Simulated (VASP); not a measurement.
# Ti3Al: single point with PBEsol

The system is Ti3Al.

```xyz
4
Lattice="2.6533 0.0000 0.0000 -1.3266 2.2978 0.0000 0.0000 0.0000 10.8862" Properties=species:S:1:pos:R:3 pbc="T T T"
Ti    1.3266    0.7659    0.0000
Ti    0.0000    1.5319    8.1775
Ti    0.0000    1.5319    2.7088
Al    1.3266    0.7659    5.4431
```

This cell differs from its parent crystal: ratio of the length along z to the lengths across it x 1.3, volume and fractional coordinates fixed.

```
Program                : VASP 6.6.1
Task                   : single point
Functional             : PBEsol
Potentials or basis    : VASP PAW PBE potentials, release 64 (Ti_sv, Al)
Cutoff                 : 520 eV
k mesh                 : 24 × 24 × 6
Occupations            : gaussian, width 0.15 eV
Spin                   : no spin polarisation
Dipole correction      : no
Further INCAR settings : ALGO = Fast; EDIFF = 1e-07; NBANDS = 28
```

The pressure is 1.1 GPa, the largest force is 0.499 eV/Å and the band gap on the k mesh is zero (an odd number of electrons rules out a gap without spin polarisation).

Forces on the atoms (eV/Å):
```
Ti   0.000  0.000  0.000
Ti   0.000  0.000 -0.499
Ti   0.000  0.000  0.499
Al   0.000  0.000  0.000
```

Stress tensor (GPa, compression positive):
```
 10.28   0.00   0.00
  0.00  10.28   0.00
  0.00   0.00 -17.39
```

Levels at points of the mesh, in eV from the Fermi level:
```tsv
k point	band 16	band 17	band 18	band 19	band 20	band 21	band 22	band 23
(0.00, 0.00, 0.00)	-3.13	-2.48	-0.88	-0.63	1.20	1.20	1.22	1.22
(0.50, 0.00, 0.00)	-2.23	-1.97	-1.81	-0.91	-0.52	1.24	1.25	2.17
(0.00, 0.00, 0.50)	-4.12	-2.24	-0.88	-0.62	1.20	1.20	1.22	1.22
(0.50, 0.00, 0.50)	-2.30	-1.97	-1.51	-1.42	0.10	0.76	0.91	2.17
```

Wall time 12 min on 1 thread of Intel(R) Xeon(R) 6975P-C (Granite Rapids), with other jobs on the host, peak memory 0.46 GiB.

Caveat: the PAW data sets were made with another functional, which shifts forces and pressure a little.
